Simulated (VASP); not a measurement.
# AlN (F-43m) in VASP: notebook

The runs below take AlN through single point, with r2SCAN.

Program: VASP 6.6.1. These are calculated values, not measurements. Logs are shortened: lines on timing, memory, paths and dates and some standing lists are left out, and cuts for length are marked.

### Step 1. The cell of the first run

It takes space group F-43m (No. 216, cubic). Conventional cell: a = 4.413 Å, b = 4.413 Å, c = 4.413 Å, α = 90.00°, β = 90.00°, γ = 90.00°. Al (site symmetry -43m) has 4 N at 1.91 Å within 2.5 Å. Within 2.5 Å of N (site symmetry -43m) lie 4 Al at 1.91 Å.

### Step 2. Single point, r2SCAN (volume changed by +3%)

POSCAR

```
AlN
1.0
    0.0000000000      2.2065102685      2.2065102685
    2.2065102685      0.0000000000      2.2065102685
    2.2065102685      2.2065102685      0.0000000000
Al N
1 1
Direct
    0.0000000000      0.0000000000      0.0000000000
    0.2500000000      0.2500000000      0.2500000000
```

INCAR.step1

```
SYSTEM = AlN
ALGO = Normal
EDIFF = 1E-4
ENCUT = 520
GGA = PE
ISMEAR = 0
LASPH = .True.
LCHARG = .False.
LREAL = .False.
LWAVE = .True.
NBANDS = 11
NELM = 80
PREC = Accurate
SIGMA = 0.01
```

INCAR.step2

```
SYSTEM = AlN
ALGO = Normal
EDIFF = 1E-6
ENCUT = 520
ISIF = 2
ISMEAR = 0
ISTART = 1
LASPH = .True.
LCHARG = .True.
LELF = .True.
LMIXTAU = .True.
LREAL = .False.
LVHAR = .True.
LWAVE = .False.
METAGGA = R2SCAN
NBANDS = 11
NELM = 80
PREC = Accurate
SIGMA = 0.01
```

KPOINTS

```
k-points
0
Gamma
  8 8 8
  0 0 0
```

Potentials or basis: VASP PAW PBE potentials, release 64 (Al, N).

Run with:

```sh
$ cat potpaw_PBE.64/Al/POTCAR potpaw_PBE.64/N/POTCAR > POTCAR
$ cp INCAR.step1 INCAR
$ mpirun -np 1 vasp_std > vasp.out
$ cp INCAR.step2 INCAR
$ mpirun -np 1 vasp_std > vasp.out
```

OUTCAR:

```text
SYSTEM = AlN
   EDIFF = 1E-6
   ENCUT = 520
   ISIF = 2
   ISMEAR = 0
   ISTART = 1
   LASPH = .True.
   LREAL = .False.
   METAGGA = R2SCAN
   NELM = 80
   PREC = Accurate

 ion  position               nearest neighbor table
   1  0.000  0.000  0.000-   2 1.91   2 1.91   2 1.91   2 1.91
   2  0.250  0.250  0.250-   1 1.91   1 1.91   1 1.91   1 1.91

  LATTYP: Found a face centered cubic cell.
 ALAT       =     4.4130205370

  Lattice vectors:

 A1 = (   0.0000000000,   2.2065102685,   2.2065102685)
 A2 = (   2.2065102685,   0.0000000000,   2.2065102685)
 A3 = (   2.2065102685,   2.2065102685,   0.0000000000)

Analysis of symmetry for initial positions (statically):
=====================================================================
 Subroutine PRICEL returns:
 Original cell was already a primitive cell.

 Routine SETGRP: Setting up the symmetry group for a
 face centered cubic supercell.

 Subroutine GETGRP returns: Found 24 space group operations
 (whereof 24 operations were pure point group operations)
 out of a pool of 48 trial point group operations.

The static configuration has the point symmetry T_d .

Analysis of symmetry for dynamics (positions and initial velocities):
=====================================================================
 Subroutine PRICEL returns:
 Original cell was already a primitive cell.

 Routine SETGRP: Setting up the symmetry group for a
 face centered cubic supercell.

 Subroutine GETGRP returns: Found 24 space group operations
 (whereof 24 operations were pure point group operations)
 out of a pool of 48 trial point group operations.

The dynamic configuration has the point symmetry T_d .

 Subroutine INISYM returns: Found 24 space group operations
 (whereof 24 operations are pure point group operations),
 and found     1 'primitive' translations

----------------------------------------------------------------------------------------

                                     Primitive cell

  volume of cell :      21.4856

  direct lattice vectors                    reciprocal lattice vectors
     0.000000000  2.206510269  2.206510269    -0.226602163  0.226602163  0.226602163
     2.206510269  0.000000000  2.206510269     0.226602163 -0.226602163  0.226602163
     2.206510269  2.206510269  0.000000000     0.226602163  0.226602163 -0.226602163

  length of vectors
     3.120476747  3.120476747  3.120476747     0.392486460  0.392486460  0.392486460

  position of ions in fractional coordinates (direct lattice)
     0.000000000  0.000000000  0.000000000
     0.250000000  0.250000000  0.250000000

  ion indices of the primitive-cell ions
   primitive index   ion index
                 1           1
                 2           2

----------------------------------------------------------------------------------------

 KPOINTS: k-points

Automatic generation of k-mesh.
 Grid dimensions read from file:
 generate k-points for:    8    8    8

 Generating k-lattice:

  Cartesian coordinates                     Fractional coordinates (reciprocal lattice)
    -0.028325270  0.028325270  0.028325270     0.125000000  0.000000000  0.000000000
     0.028325270 -0.028325270  0.028325270     0.000000000  0.125000000  0.000000000
     0.028325270  0.028325270 -0.028325270     0.000000000  0.000000000  0.125000000

  Length of vectors
     0.049060807  0.049060807  0.049060807

  Shift w.r.t. Gamma in fractional coordinates (k-lattice)
     0.000000000  0.000000000  0.000000000

 Subroutine IBZKPT returns following result:
 ===========================================

 Found     29 irreducible k-points:

 Following reciprocal coordinates:
            Coordinates               Weight
  0.000000  0.000000  0.000000      1.000000
  0.125000  0.000000  0.000000      8.000000
  0.250000  0.000000  0.000000      8.000000
  0.375000  0.000000  0.000000      8.000000
  0.500000  0.000000  0.000000      4.000000
  0.125000  0.125000  0.000000      6.000000
[... 16 lines left out ...]
  0.500000  0.250000  0.125000     48.000000
 -0.375000  0.250000  0.125000     24.000000
 [... further k-points ...]
   k-points           NKPTS =     29   k-points in BZ     NKDIM =     29   number of bands    NBANDS=     11
   number of dos      NEDOS =    301   number of ions     NIONS =      2
   total plane-waves  NPLWV =  13824
   dimension x,y,z NGX =    24 NGY =   24 NGZ =   24
   dimension x,y,z NGXF=    48 NGYF=   48 NGZF=   48
   ions per type =               1   1
   NGX,Y,Z   is equivalent  to a cutoff of  12.79, 12.79, 12.79 a.u.
   NGXF,Y,Z  is equivalent  to a cutoff of  25.57, 25.57, 25.57 a.u.
 SYSTEM =  AlN
   PREC   = accura    normal or accurate (medium, high low for compatibility)
   ISTART =      1    job   : 0-new  1-cont  2-samecut
   ICHARG =      0    charge: 1-file 2-atom 10-const
   ISPIN  =      1    spin polarized calculation?
   LNONCOLLINEAR =      F non collinear calculations
   LSORBIT =      F    spin-orbit coupling
   LASPH  =      T    aspherical Exc in radial PAW
   ENCUT  =  520.0 eV  38.22 Ry    6.18 a.u.   5.80  5.80  5.80*2*pi/ulx,y,z
   NELM   =     80;   NELMIN=  2; NELMDL=  0     # of ELM steps
   EDIFF  = 0.1E-05   stopping-criterion for ELM
   LREAL  =      F    real-space projection
   EDIFFG = 0.1E-04   stopping-criterion for IOM
   NSW    =      0    number of steps for IOM
   IBRION =     -1    ionic relax: 0-MD 1-quasi-New 2-CG
   NFREE  =      0    steps in history (QN), initial steepest desc. (CG)
   ISIF   =      2    stress and relaxation
   ISYM   =      2    0-nonsym 1-usesym 2-fastsym
   POTIM  = 0.5000    time-step for ionic-motion
   TEBEG  =    0.0;   TEEND  =   0.0 temperature during run
   PSTRESS=    0.0 pullay stress
   NELECT =       8.0000    total number of electrons
   NUPDOWN=      -1.0000    fix difference up-down
   EMIN   =  10.00;   EMAX   =-10.00  energy-range for DOS
   EFERMI =   0.00;   METHOD = LEGACY
   ISMEAR =     0;   SIGMA  =   0.01  broadening in eV -4-tet -1-fermi 0-gaus
   EFERMI_NEDOS =   21; number of points for ismear=-14 and -15
   IALGO  =     38    algorithm
   IMIX   =      4    mixing-type and parameters
     AMIX     =   0.40;   BMIX     =  1.00
     AMIX_MAG =   1.60;   BMIX_MAG =  1.00
  volume/ion in A,a.u.               =      10.74        72.50
  Fermi-wavevector in a.u.,A,eV,Ry     =   1.177757  2.225637 18.872785  1.387111
  Thomas-Fermi vector in A             =   2.314098
   LORBIT       =      0    0 simple, 1 ext, 2 COOP (PROOUT), +10 PAW based schemes
   METAGGA = R2SCAN    functional components
   LHFCALC =     F    Hartree Fock is set to
   AEXX    =    0.0000 exact exchange contribution
   IVDW    =     0    specifies the selected vdW correction
   LEPSILON=     F    determine dielectric tensor
   LRPA    =     F    only Hartree local field effects (RPA)
 non-spin polarized calculation
 Gauss-broadening in eV      SIGMA  =   0.01
  energy-cutoff  :      520.00
  volume of cell :       21.49
 maximum number of plane-waves:       604
   NGX = 11   NGY = 11   NGZ = 11

 number of electron       8.0000001 magnetization

 Free energy of the ion-electron system (eV)
  ---------------------------------------------------
  ext. energy  EPLUGINS =         0.00000000
  ---------------------------------------------------
  free energy    TOTEN  =       -19.16705475 eV

  energy without entropy =      -19.16705475  energy(sigma->0) =      -19.16705475

 E-fermi :   5.4780     XC(G=0): -11.2799

 val. band max:        5.4101360694   @ k =   0.0000   0.0000   0.0000
 cond. band min:       9.3198576755   @ k =   0.5000   0.5000   0.0000
 fundamental gap:      3.9097216061
 Fermi energy:         5.4779755343

 k-point     1 :       0.0000    0.0000    0.0000
  band No.  band energies     occupation
      1     -10.1551      2.00000
      2       5.4101      2.00000
      3       5.4101      2.00000
      4       5.4101      2.00000
      5      10.0175      0.00000
      6      18.6176      0.00000
      7      18.6176      0.00000
      8      18.6176      0.00000
      9      23.6905      0.00000
     10      23.6905      0.00000
     11      25.3352      0.00000

 k-point     2 :       0.1250    0.0000    0.0000
  band No.  band energies     occupation
      1      -9.9361      2.00000
      2       4.2454      2.00000
      3       5.3313      2.00000
      4       5.3313      2.00000
      5      10.9714      0.00000
      6      18.0600      0.00000
      7      18.7932      0.00000
      8      18.7932      0.00000
      9      22.2063      0.00000
     10      22.2063      0.00000
     11      24.2798      0.00000

 k-point     3 :       0.2500    0.0000    0.0000
  band No.  band energies     occupation
      1      -9.3403      2.00000
      2       2.1745      2.00000
      3       5.1536      2.00000
      4       5.1536      2.00000
      5      12.3515      0.00000
      6      17.0701      0.00000
      7      18.3646      0.00000
      8      18.3646      0.00000
      9      22.3778      0.00000
     10      22.3778      0.00000
     11      23.4657      0.00000

 k-point     4 :       0.3750    0.0000    0.0000
  band No.  band energies     occupation
      1      -8.6037      2.00000
      2       0.3866      2.00000
      3       4.9909      2.00000
      4       4.9909      2.00000
      5      13.1210      0.00000
      6      16.3075      0.00000
      7      17.5001      0.00000
      8      17.5001      0.00000
      9      23.7967      0.00000
     10      24.4982      0.00000
     11      24.4982      0.00000
[... 239 lines left out ...]
 k-point    22 :       0.3750    0.2500    0.1250
  band No.  band energies     occupation
      1      -8.8648      2.00000
      2       1.8674      2.00000
      3       3.9487      2.00000
      4       4.8104      2.00000
      5      12.7766      0.00000
      6      16.5242      0.00000
      7      16.9470      0.00000
      8      19.3578      0.00000
      9      20.7855      0.00000
     10      25.3150      0.00000
     11      27.8208      0.00000

 k-point    23 :       0.5000    0.2500    0.1250
  band No.  band energies     occupation
      1      -8.2345      2.00000
      2       0.8415      2.00000
      3       3.3632      2.00000
      4       4.4891      2.00000
      5      13.0666      0.00000
      6      15.6435      0.00000
      7      17.6217      0.00000
      8      18.9517      0.00000
      9      22.2094      0.00000
     10      25.9046      0.00000
     11      28.0135      0.00000

 k-point    24 :      -0.3750    0.2500    0.1250
  band No.  band energies     occupation
      1      -7.9289      2.00000
      2       0.3505      2.00000
      3       3.2089      2.00000
      4       4.3060      2.00000
      5      13.1430      0.00000
      6      15.2452      0.00000
      7      18.2925      0.00000
      8      18.7474      0.00000
      9      23.3429      0.00000
     10      25.0029      0.00000
     11      28.3451      0.00000

 [... further k-points ...]
[... 5 lines left out ...]
  --------------------------------------------------------------------------------------
  -------------------------------------------------------------------------------------
  Total       -0.8400458     -0.8400458     -0.8400458      0.0000000      0.0000000      0.0000000
  in kB      -62.6420147    -62.6420147    -62.6420147      0.0000000      0.0000000      0.0000000
  external PRESSURE =     -62.6420147 kB  Pullay stress =       0.0000000 kB

 VOLUME and BASIS-vectors are now :
 -----------------------------------------------------------------------------
  energy-cutoff  :      520.00
  volume of cell :       21.49
      direct lattice vectors                 reciprocal lattice vectors
     0.000000000  2.206510269  2.206510269    -0.226602163  0.226602163  0.226602163
     2.206510269  0.000000000  2.206510269     0.226602163 -0.226602163  0.226602163
     2.206510269  2.206510269  0.000000000     0.226602163  0.226602163 -0.226602163

 POSITION                                       TOTAL-FORCE (eV/Angst)
 -----------------------------------------------------------------------------------
      0.00000      0.00000      0.00000         0.000000     -0.000000     -0.000000
      1.10326      1.10326      1.10326        -0.000000      0.000000      0.000000
 -----------------------------------------------------------------------------------
    total drift:                                0.000001      0.000001      0.000001

  FREE ENERGIE OF THE ION-ELECTRON SYSTEM (eV)
  ---------------------------------------------------
  free  energy   TOTEN  =       -19.1670547545 eV

  energy  without entropy=      -19.1670547545  energy(sigma->0) =      -19.16705475
```

Run time: 36 s. Hardware: 1 thread of Intel Xeon 8259CL, shared host; peak memory 0.14 GiB.

Results:

| Property | Result |
| --- | --- |
| Free energy | -19.1671 eV |
| Pressure | -6.3 GPa |
| Band gap on the k mesh | 3.91 eV, indirect (least direct gap 4.61 eV) |

Caveat: the cell differs from its parent crystal (volume changed by +3%); the PAW data sets were made with another functional, which shifts forces and pressure a little. A k mesh can miss the band edges.

### Step 3. Single point, r2SCAN (volume changed by +6%)

POSCAR

```
AlN
1.0
    0.0000000000      2.2277280151      2.2277280151
    2.2277280151      0.0000000000      2.2277280151
    2.2277280151      2.2277280151      0.0000000000
Al N
1 1
Direct
    0.0000000000      0.0000000000      0.0000000000
    0.2500000000      0.2500000000      0.2500000000
```

INCAR.step1

```
PREC = Accurate ; ENCUT = 520
ISMEAR = 0 ; SIGMA = 0.01
LREAL = F ; LASPH = T
NELM = 60 ; NBANDS = 11
GGA = PE ; ALGO = Normal
EDIFF = 1E-4 ; LWAVE = T
LCHARG = F
```

INCAR.step2

```
PREC = Accurate ; ENCUT = 520
EDIFF = 1E-6 ; ISMEAR = 0
SIGMA = 0.01 ; LREAL = F
LASPH = T ; NELM = 60
ALGO = Normal ; ISIF = 2
LWAVE = F ; LCHARG = T
METAGGA = R2SCAN ; LMIXTAU = T
LELF = T ; LVHAR = T
NBANDS = 11 ; ISTART = 1
```

KPOINTS

```
regular mesh
0
Gamma
  8 8 8
```

Potentials or basis: VASP PAW PBE potentials, release 64 (Al, N).

Run with:

```sh
$ cat potpaw_PBE.64/Al/POTCAR potpaw_PBE.64/N/POTCAR > POTCAR
$ cp INCAR.step1 INCAR
$ mpirun -np 1 vasp_std > vasp.out
$ cp INCAR.step2 INCAR
$ mpirun -np 1 vasp_std > vasp.out
```

Run time: 32 s. Hardware: 1 thread of Intel Xeon 8259CL, shared host; peak memory 0.14 GiB.

Results (log left out):

| Property | Result |
| --- | --- |
| Free energy | -19.1329 eV |
| Pressure | -11.3 GPa |
| Band gap on the k mesh | 3.89 eV, indirect (least direct gap 4.35 eV) |

Levels at points of the mesh, in eV from the valence-band top:
```tsv
k point	band 2	band 3	band 4	band 5	band 6	band 7
(0.00, 0.00, 0.00)	0.00	0.00	0.00	4.35	12.92	12.92
(0.50, 0.00, 0.00)	-5.65	-0.48	-0.48	7.65	10.39	11.56
(0.50, 0.50, 0.00)	-4.77	-1.74	-1.74	3.89	9.09	14.38
```

Caveat: the cell differs from its parent crystal (volume changed by +6%); the PAW data sets were made with another functional, which shifts forces and pressure a little. A k mesh can miss the band edges.

### Step 4. Single point, r2SCAN

This run uses another cell than the first one, of 10.43 Å³/atom, 0.971 times its volume.

POSCAR

```
AlN
1.0
    0.0000000000      2.1848764218      2.1848764218
    2.1848764218      0.0000000000      2.1848764218
    2.1848764218      2.1848764218      0.0000000000
Al N
1 1
Direct
    0.0000000000      0.0000000000      0.0000000000
    0.2500000000      0.2500000000      0.2500000000
```

INCAR.step1

```
ALGO = Normal ; EDIFF = 1E-4
ENCUT = 520 ; GGA = PE
ISMEAR = 0 ; LASPH = T
LCHARG = F ; LREAL = F
LWAVE = T ; NBANDS = 11
NELM = 80 ; PREC = Accurate
SIGMA = 0.01
```

INCAR.step2

```
ALGO = Normal ; EDIFF = 1E-6
ENCUT = 520 ; ISIF = 2
ISMEAR = 0 ; ISTART = 1
LASPH = T ; LCHARG = F
LMIXTAU = T ; LREAL = F
LWAVE = F ; METAGGA = R2SCAN
NBANDS = 11 ; NELM = 80
PREC = Accurate ; SIGMA = 0.01
```

KPOINTS

```
k-points
0
Gamma
  10 10 10
```

Run with:

```sh
$ cat potpaw_PBE.64/Al/POTCAR potpaw_PBE.64/N/POTCAR > POTCAR
$ cp INCAR.step1 INCAR
$ mpirun -np 1 vasp_std > vasp.out
$ cp INCAR.step2 INCAR
$ mpirun -np 1 vasp_std > vasp.out
```

It took 48 s on 1 thread of Intel Xeon 8259CL, shared host; peak memory 0.14 GiB.

The run converged. Its results:

```
Free energy            : -19.1797 eV
Pressure               : -0.4 GPa
Band gap on the k mesh : 3.93 eV, indirect (least direct gap 4.88 eV)
```

Levels at points of the mesh, in eV from the valence-band top:
```tsv
k point	band 1	band 2	band 3	band 4	band 5	band 6	band 7	band 8
(0.00, 0.00, 0.00)	-15.73	0.00	0.00	0.00	4.88	13.51	13.51	13.51
(0.50, 0.00, 0.00)	-13.73	-5.89	-0.49	-0.49	8.20	10.82	11.94	11.94
(0.50, 0.50, 0.00)	-13.10	-4.95	-1.81	-1.81	3.93	9.47	15.18	16.94
```

Caveat: the PAW data sets were made with another functional, which shifts forces and pressure a little. A k mesh can miss the band edges.

### Step 5. Summary

| cell | k mesh | gap on the mesh (eV) | pressure (GPa) |
| --- | --- | --- | --- |
| a = 3.120 Å, angles 60.0°, 2 atoms | 8 × 8 × 8 | 3.91 | -6.3 |
| a = 3.150 Å, angles 60.0°, 2 atoms | 8 × 8 × 8 | 3.89 | -11.3 |
| a = 3.090 Å, angles 60.0°, 2 atoms | 10 × 10 × 10 | 3.93 | -0.4 |

Alike in all rows: task single point; level r2SCAN; potentials or basis VASP PAW PBE potentials, release 64 (Al, N); no spin polarisation; cutoff (eV) 520; smearing gaussian 0.01 eV.

Caveats: the PAW data sets were made with another functional, which shifts forces and pressure a little.

Absolute energies hang on the potentials; compare differences alone.
